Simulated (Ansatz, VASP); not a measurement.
**Sb in VASP and in Ansatz**

The input INCAR:

```
SYSTEM = Sb
ALGO     = Normal         ! electronic algorithm
EDIFF    = 1E-6           ! SCF threshold, eV
ENCUT    = 520            ! plane-wave cutoff, eV
GGA      = PS             ! functional
ISIF     = 2              ! what is computed and relaxed
ISMEAR   = -1             ! smearing method
LASPH    = .TRUE.         ! aspherical terms in the spheres
LCHARG   = .FALSE.        ! write CHGCAR
LREAL    = .FALSE.        ! projectors in reciprocal space
LWAVE    = .FALSE.        ! write WAVECAR
NBANDS   = 12             ! bands
NELM     = 80             ! most SCF steps
PREC     = Accurate       ! precision mode
SIGMA    = 0.05           ! smearing width, eV
```

The input KPOINTS:

```
k-points
0
G
  12 12 7
  0 0 0
```

Contents of POSCAR:

```
Sb
1.0
    3.3690001795      0.0000000000      0.0000000000
   -1.6845000898      2.9176397408      0.0000000000
    0.0000000000      0.0000000000      5.2234000000
Sb
2
Direct
    0.3333333333      0.6666666667      0.2500000000
    0.6666666667      0.3333333333      0.7500000000
```

Input for Ansatz:

```yaml
crystal:
  lattice:
    - [3.3690001795, 0.0, 0.0]
    - [-1.6845000898, 2.9176397408, 0.0]
    - [0.0, 0.0, 5.2234]
  atoms:
    - { symbol: Sb, position: [0.3333333333, 0.6666666667, 0.25] }
    - { symbol: Sb, position: [0.6666666667, 0.3333333333, 0.75] }
kpoints:
  mp_grid: { grid: [12, 12, 7] }
  band_path:
    path:
      - [0.0, 0.0, 0.0]
      - [0.5, 0.0, 0.0]
      - [0.3333333333, 0.3333333333, 0.0]
      - [0.0, 0.0, 0.0]
      - [0.0, 0.0, 0.5]
      - [0.5, 0.0, 0.5]
      - [0.3333333333, 0.3333333333, 0.5]
      - [0.0, 0.0, 0.5]
      - [0.5, 0.0, 0.5]
    npoints: 5
scf:
  occupations: { method: fermi_dirac, width: 0.05 }
hamiltonian:
  xc: pbesol
  pseudopotentials: { kind: all_electron, lapw: { basis_error: 0.0005 } }
output:
  forces: true
  stress: true
  eigenvalues: true
```

Change from the starting cell: zz strain of -2 %.

Alike in both runs: task single point; functional PBEsol; k mesh 12 × 12 × 7; occupations fermi-dirac, width 0.05 eV; no spin polarisation.

|  | VASP | Ansatz |
| --- | --- | --- |
| version | VASP 6.6.1 | Ansatz 0.2.0 |
| potentials or method | VASP PAW PBE potentials, release 64 (Sb), cutoff 520 eV | all-electron LAPW, scalar-relativistic |

```tsv
	VASP	Ansatz	Ansatz less VASP
pressure (GPa)	1.3	1.3	+0.01
traceless stress, the component that is largest in VASP (GPa)	-0.13	-0.15	-0.011
```

VASP's potentials were made for PBE, not for PBEsol. Ansatz ran all-electron here, and VASP with PAW potentials.

Spin-orbit coupling is off throughout.
